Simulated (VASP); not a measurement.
# InSe (Fm-3m) in VASP: a series of runs

The runs below take InSe through single point, with r2SCAN+D3(BJ).

Everything below comes from runs of VASP 6.6.1. Logs are shortened: lines on timing, memory, paths and dates and some standing lists are left out, and cuts for length are marked.

**1. The cell of the first run**

The structure is cubic, space group Fm-3m (No. 225). The conventional cell has a = 5.412 Å, b = 5.412 Å, c = 5.412 Å, α = 90.00°, β = 90.00°, γ = 90.00°. In (site symmetry m-3m) has 6 Se at 2.71 Å within 3.6 Å. Se (site symmetry m-3m) has 6 In at 2.71 Å within 3.6 Å.

**2. Single point, r2SCAN+D3(BJ) (19.81 Å³/atom)**

POSCAR

```
InSe
1.0
    0.0000000000      2.7058236476      2.7058236476
    2.7058236476      0.0000000000      2.7058236476
    2.7058236476      2.7058236476      0.0000000000
In Se
1 1
Direct
    0.0000000000      0.0000000000      0.0000000000
    0.5000000000      0.5000000000      0.5000000000
```

INCAR.step1

```
PREC = Accurate
ENCUT = 520
ISMEAR = 0
SIGMA = 0.05
LREAL = F
LASPH = T
NELM = 100
NBANDS = 16
GGA = PE
ALGO = Normal
EDIFF = 1E-4
LWAVE = T
LCHARG = F
```

INCAR.step2

```
PREC = Accurate
ENCUT = 520
EDIFF = 1E-6
ISMEAR = 0
SIGMA = 0.05
LREAL = F
LASPH = T
NELM = 100
ALGO = Normal
ISIF = 2
LWAVE = F
LCHARG = F
METAGGA = R2SCAN
LMIXTAU = T
IVDW = 12
VDW_S6 = 1.0
VDW_S8 = 0.78981345
VDW_A1 = 0.49484001
VDW_A2 = 5.73083694
NBANDS = 16
ISTART = 1
```

KPOINTS

```
Automatic mesh
0
Gamma
  14 14 14
```

Potentials or basis: VASP PAW PBE potentials, release 64 (In_d, Se).

Command:

```
cat potpaw_PBE.64/In_d/POTCAR potpaw_PBE.64/Se/POTCAR > POTCAR
cp INCAR.step1 INCAR
mpirun -np 1 vasp_std > vasp.out
cp INCAR.step2 INCAR
mpirun -np 1 vasp_std > vasp.out
```

OUTCAR:

```text
PREC = Accurate
   ENCUT = 520
   EDIFF = 1E-6
   ISMEAR = 0
   LREAL = F
   LASPH = T
   NELM = 100
   ISIF = 2
   METAGGA = R2SCAN
   IVDW = 12
   ISTART = 1
 IVDW          = 12

 ion  position               nearest neighbor table
   1  0.000  0.000  0.000-   2 2.71   2 2.71   2 2.71   2 2.71   2 2.71   2 2.71
   2  0.500  0.500  0.500-   1 2.71   1 2.71   1 2.71   1 2.71   1 2.71   1 2.71

  LATTYP: Found a face centered cubic cell.
 ALAT       =     5.4116472952

  Lattice vectors:

 A1 = (   0.0000000000,   2.7058236476,   2.7058236476)
 A2 = (   2.7058236476,   0.0000000000,   2.7058236476)
 A3 = (   2.7058236476,   2.7058236476,   0.0000000000)

Analysis of symmetry for initial positions (statically):
=====================================================================
 Subroutine PRICEL returns:
 Original cell was already a primitive cell.

 Routine SETGRP: Setting up the symmetry group for a
 face centered cubic supercell.

 Subroutine GETGRP returns: Found 48 space group operations
 (whereof 48 operations were pure point group operations)
 out of a pool of 48 trial point group operations.

The static configuration has the point symmetry O_h .

Analysis of symmetry for dynamics (positions and initial velocities):
=====================================================================
 Subroutine PRICEL returns:
 Original cell was already a primitive cell.

 Routine SETGRP: Setting up the symmetry group for a
 face centered cubic supercell.

 Subroutine GETGRP returns: Found 48 space group operations
 (whereof 48 operations were pure point group operations)
 out of a pool of 48 trial point group operations.

The dynamic configuration has the point symmetry O_h .

 Subroutine INISYM returns: Found 48 space group operations
 (whereof 48 operations are pure point group operations),
 and found     1 'primitive' translations

----------------------------------------------------------------------------------------

                                     Primitive cell

  volume of cell :      39.6213

  direct lattice vectors                    reciprocal lattice vectors
     0.000000000  2.705823648  2.705823648    -0.184786618  0.184786618  0.184786618
     2.705823648  0.000000000  2.705823648     0.184786618 -0.184786618  0.184786618
     2.705823648  2.705823648  0.000000000     0.184786618  0.184786618 -0.184786618

  length of vectors
     3.826612500  3.826612500  3.826612500     0.320059810  0.320059810  0.320059810

  position of ions in fractional coordinates (direct lattice)
     0.000000000  0.000000000  0.000000000
     0.500000000  0.500000000  0.500000000

  ion indices of the primitive-cell ions
   primitive index   ion index
                 1           1
                 2           2

----------------------------------------------------------------------------------------

 KPOINTS: Automatic mesh

Automatic generation of k-mesh.
 Grid dimensions read from file:
 generate k-points for:   14   14   14

 Generating k-lattice:

  Cartesian coordinates                     Fractional coordinates (reciprocal lattice)
    -0.013199044  0.013199044  0.013199044     0.071428571  0.000000000  0.000000000
     0.013199044 -0.013199044  0.013199044     0.000000000  0.071428571  0.000000000
     0.013199044  0.013199044 -0.013199044     0.000000000  0.000000000  0.071428571

  Length of vectors
     0.022861415  0.022861415  0.022861415

  Shift w.r.t. Gamma in fractional coordinates (k-lattice)
     0.000000000  0.000000000  0.000000000

 Subroutine IBZKPT returns following result:
 ===========================================

 Found    104 irreducible k-points:

 Following reciprocal coordinates:
            Coordinates               Weight
  0.000000  0.000000  0.000000      1.000000
  0.071429  0.000000  0.000000      8.000000
  0.142857  0.000000  0.000000      8.000000
  0.214286  0.000000  0.000000      8.000000
  0.285714  0.000000  0.000000      8.000000
  0.357143  0.000000  0.000000      8.000000
[... 16 lines left out ...]
  0.214286  0.142857  0.000000     24.000000
  0.285714  0.142857  0.000000     24.000000
 [... further k-points ...]
   k-points           NKPTS =    104   k-points in BZ     NKDIM =    104   number of bands    NBANDS=     16
   number of dos      NEDOS =    301   number of ions     NIONS =      2
   total plane-waves  NPLWV =  21952
   dimension x,y,z NGX =    28 NGY =   28 NGZ =   28
   dimension x,y,z NGXF=    56 NGYF=   56 NGZF=   56
   ions per type =               1   1
   NGX,Y,Z   is equivalent  to a cutoff of  12.16, 12.16, 12.16 a.u.
   NGXF,Y,Z  is equivalent  to a cutoff of  24.33, 24.33, 24.33 a.u.
 SYSTEM =  unknown system
   PREC   = accura    normal or accurate (medium, high low for compatibility)
   ISTART =      1    job   : 0-new  1-cont  2-samecut
   ICHARG =      0    charge: 1-file 2-atom 10-const
   ISPIN  =      1    spin polarized calculation?
   LNONCOLLINEAR =      F non collinear calculations
   LSORBIT =      F    spin-orbit coupling
   LASPH  =      T    aspherical Exc in radial PAW
   ENCUT  =  520.0 eV  38.22 Ry    6.18 a.u.   7.11  7.11  7.11*2*pi/ulx,y,z
   NELM   =    100;   NELMIN=  2; NELMDL=  0     # of ELM steps
   EDIFF  = 0.1E-05   stopping-criterion for ELM
   LREAL  =      F    real-space projection
   EDIFFG = 0.1E-04   stopping-criterion for IOM
   NSW    =      0    number of steps for IOM
   IBRION =     -1    ionic relax: 0-MD 1-quasi-New 2-CG
   NFREE  =      0    steps in history (QN), initial steepest desc. (CG)
   ISIF   =      2    stress and relaxation
   ISYM   =      2    0-nonsym 1-usesym 2-fastsym
   POTIM  = 0.5000    time-step for ionic-motion
   TEBEG  =    0.0;   TEEND  =   0.0 temperature during run
   PSTRESS=    0.0 pullay stress
   NELECT =      19.0000    total number of electrons
   NUPDOWN=      -1.0000    fix difference up-down
   EMIN   =  10.00;   EMAX   =-10.00  energy-range for DOS
   EFERMI =   0.00;   METHOD = LEGACY
   ISMEAR =     0;   SIGMA  =   0.05  broadening in eV -4-tet -1-fermi 0-gaus
   EFERMI_NEDOS =   21; number of points for ismear=-14 and -15
   IALGO  =     38    algorithm
   IMIX   =      4    mixing-type and parameters
     AMIX     =   0.40;   BMIX     =  1.00
     AMIX_MAG =   1.60;   BMIX_MAG =  1.00
  volume/ion in A,a.u.               =      19.81       133.69
  Fermi-wavevector in a.u.,A,eV,Ry     =   1.281396  2.421486 22.340420  1.641975
  Thomas-Fermi vector in A             =   2.413768
   LORBIT       =      0    0 simple, 1 ext, 2 COOP (PROOUT), +10 PAW based schemes
   METAGGA = R2SCAN    functional components
   LHFCALC =     F    Hartree Fock is set to
   AEXX    =    0.0000 exact exchange contribution
   IVDW    =    12    specifies the selected vdW correction
   LEPSILON=     F    determine dielectric tensor
   LRPA    =     F    only Hartree local field effects (RPA)
 non-spin polarized calculation
 Gauss-broadening in eV      SIGMA  =   0.05
  energy-cutoff  :      520.00
  volume of cell :       39.62
 maximum number of plane-waves:      1090
   NGX = 15   NGY = 15   NGZ = 15

 number of electron      19.0000009 magnetization

 Free energy of the ion-electron system (eV)
  ---------------------------------------------------
  ext. energy  EPLUGINS =         0.00000000
  ---------------------------------------------------
  free energy    TOTEN  =       -37.30808584 eV

  energy without entropy =      -37.30656052  energy(sigma->0) =      -37.30732318

 E-fermi :   9.5193     XC(G=0): -11.6205

 val. band max:        9.5108484938   @ k =  -0.3571   0.4286   0.2143
 cond. band min:       9.5200665262   @ k =   0.5000   0.2857   0.1429
 fundamental gap:      0.0092180325
 Fermi energy:         9.5193027516

 k-point     1 :       0.0000    0.0000    0.0000
  band No.  band energies     occupation
      1      -7.7301      2.00000
      2      -6.7019      2.00000
      3      -6.7019      2.00000
      4      -6.6584      2.00000
      5      -6.6584      2.00000
      6      -6.6584      2.00000
[... 8 lines left out ...]
     15      17.0227      0.00000
     16      17.0227      0.00000

 k-point     2 :       0.0714    0.0000    0.0000
  band No.  band energies     occupation
      1      -7.6728      2.00000
      2      -6.7073      2.00000
      3      -6.7073      2.00000
      4      -6.6591      2.00000
      5      -6.6544      2.00000
      6      -6.6544      2.00000
[... 8 lines left out ...]
     15      16.5626      0.00000
     16      17.0025      0.00000

 k-point     3 :       0.1429    0.0000    0.0000
  band No.  band energies     occupation
      1      -7.5054      2.00000
      2      -6.7242      2.00000
      3      -6.7242      2.00000
      4      -6.6609      2.00000
      5      -6.6411      2.00000
      6      -6.6411      2.00000
[... 8 lines left out ...]
     15      16.5754      0.00000
     16      16.7859      0.00000

 k-point     4 :       0.2143    0.0000    0.0000
  band No.  band energies     occupation
      1      -7.2437      2.00000
      2      -6.7503      2.00000
      3      -6.7503      2.00000
      4      -6.6617      2.00000
      5      -6.6200      2.00000
      6      -6.6200      2.00000
[... 8 lines left out ...]
     15      17.1290      0.00000
     16      17.1290      0.00000
[... 324 lines left out ...]
 k-point    22 :       0.1429    0.1429    0.0000
  band No.  band energies     occupation
      1      -7.5056      2.00000
      2      -6.6902      2.00000
      3      -6.6786      2.00000
      4      -6.6723      2.00000
      5      -6.6341      2.00000
      6      -6.6341      2.00000
[... 8 lines left out ...]
     15      18.7312      0.00000
     16      18.7312      0.00000

 k-point    23 :       0.2143    0.1429    0.0000
  band No.  band energies     occupation
      1      -7.4261      2.00000
      2      -6.6947      2.00000
      3      -6.6772      2.00000
      4      -6.6319      2.00000
      5      -6.6158      2.00000
      6      -6.5700      2.00000
[... 8 lines left out ...]
     15      18.7772      0.00000
     16      18.9381      0.00000

 k-point    24 :       0.2857    0.1429    0.0000
  band No.  band energies     occupation
      1      -7.3432      2.00000
      2      -6.7146      2.00000
      3      -6.6790      2.00000
      4      -6.6225      2.00000
      5      -6.5907      2.00000
      6      -6.3808      2.00000
[... 8 lines left out ...]
     15      19.0063      0.00000
     16      19.1661      0.00000

 [... further k-points ...]

------------------------ aborting loop because EDIFF is reached ----------------------------------------

 Edisp (eV)   -0.42266

 E8    (eV) :    -0.1530

  FORCE on cell =-STRESS in cart. coord.  units (eV):
  Direction    XX          YY          ZZ          XY          YZ          ZX
  --------------------------------------------------------------------------------------
  -------------------------------------------------------------------------------------
  Total       5.56385     5.56385     5.56385     0.00000     0.00000     0.00000
  in kB     224.98719   224.98719   224.98719     0.00000     0.00000     0.00000
  external pressure =      224.99 kB  Pullay stress =        0.00 kB

 VOLUME and BASIS-vectors are now :
 -----------------------------------------------------------------------------
  energy-cutoff  :      520.00
  volume of cell :       39.62
      direct lattice vectors                 reciprocal lattice vectors
     0.000000000  2.705823648  2.705823648    -0.184786618  0.184786618  0.184786618
     2.705823648  0.000000000  2.705823648     0.184786618 -0.184786618  0.184786618
     2.705823648  2.705823648  0.000000000     0.184786618  0.184786618 -0.184786618

 POSITION                                       TOTAL-FORCE (eV/Angst)
 -----------------------------------------------------------------------------------
      0.00000      0.00000      0.00000         0.000000     -0.000000      0.000000
      2.70582      2.70582      2.70582        -0.000000      0.000000     -0.000000
 -----------------------------------------------------------------------------------
    total drift:                               -0.000000      0.000000      0.000000

  FREE ENERGIE OF THE ION-ELECTRON SYSTEM (eV)
  ---------------------------------------------------
  free  energy   TOTEN  =       -37.7307437056 eV

  energy  without entropy=      -37.7292183927  energy(sigma->0) =      -37.72998105
```

Wall time 90 s (1 thread of Intel Xeon 6975P-C (Granite Rapids), shared host); peak memory 0.22 GiB.

Results:

- Free energy: -37.7307 eV
- Pressure: 22.5 GPa
- Band gap on the k mesh: zero (an odd number of electrons rules out a gap without spin polarisation)
- Dispersion energy per atom: -0.211 eV

Caveat: the cell stands under pressure; the PAW data sets were made with another functional, which shifts forces and pressure a little; spin-orbit coupling is left out, which moves the levels of the heavy elements; an odd number of electrons without spin polarisation forces a metal; a magnetic or distorted state may lie lower.

**3. Single point, r2SCAN+D3(BJ) (21.79 Å³/atom)**

This run uses another cell than the first one, of 21.79 Å³/atom.

POSCAR

```
InSe
1.0
    0.0000000000      2.7931679474      2.7931679474
    2.7931679474      0.0000000000      2.7931679474
    2.7931679474      2.7931679474      0.0000000000
In Se
1 1
Direct
    0.0000000000      0.0000000000      0.0000000000
    0.5000000000      0.5000000000      0.5000000000
```

Changes to INCAR.step1 since step 2:

```diff
@@ -6,3 +6,3 @@
 LASPH = T
-NELM = 100
+NELM = 80
 NBANDS = 16
```

Changes to INCAR.step2 since step 2:

```diff
@@ -7,3 +7,3 @@
 LASPH = T
-NELM = 100
+NELM = 80
 ALGO = Normal
```

KPOINTS

```
regular mesh
0
Gamma
  14 14 14
```

Potentials or basis: VASP PAW PBE potentials, release 64 (In_d, Se).

Command:

```
cat potpaw_PBE.64/In_d/POTCAR potpaw_PBE.64/Se/POTCAR > POTCAR
cp INCAR.step1 INCAR
mpirun -np 1 vasp_std > vasp.out
cp INCAR.step2 INCAR
mpirun -np 1 vasp_std > vasp.out
```

Wall time 2.4 min (1 thread of Intel Xeon 6975P-C (Granite Rapids), shared host); peak memory 0.23 GiB.

The run converged. Its results:

```
Free energy                : -38.1255 eV
Pressure                   : 10.4 GPa
Band gap on the k mesh     : zero (an odd number of electrons rules out a gap without spin polarisation)
Dispersion energy per atom : -0.192 eV
```

Levels at points of the mesh, in eV from the Fermi level:
```tsv
k point	band 6	band 7	band 8	band 9	band 10	band 11	band 12	band 13	band 14	band 15
(0.00, 0.00, 0.00)	-15.85	-3.14	-3.14	-3.14	-2.50	6.38	6.38	6.38	7.17	7.17
(0.50, 0.00, 0.00)	-14.97	-8.72	-2.73	-2.73	0.70	2.39	2.39	3.35	9.76	11.11
(0.50, 0.50, 0.00)	-13.50	-7.25	-4.91	-4.91	-4.12	2.90	8.37	8.37	8.49	12.33
```

Caveat: the cell stands under pressure; the PAW data sets were made with another functional, which shifts forces and pressure a little; spin-orbit coupling is left out, which moves the levels of the heavy elements; an odd number of electrons without spin polarisation forces a metal; a magnetic or distorted state may lie lower.

(Continued in part 2 of 2.)

The gap in the log of VASP goes by the Fermi energy; the results here count the filled bands.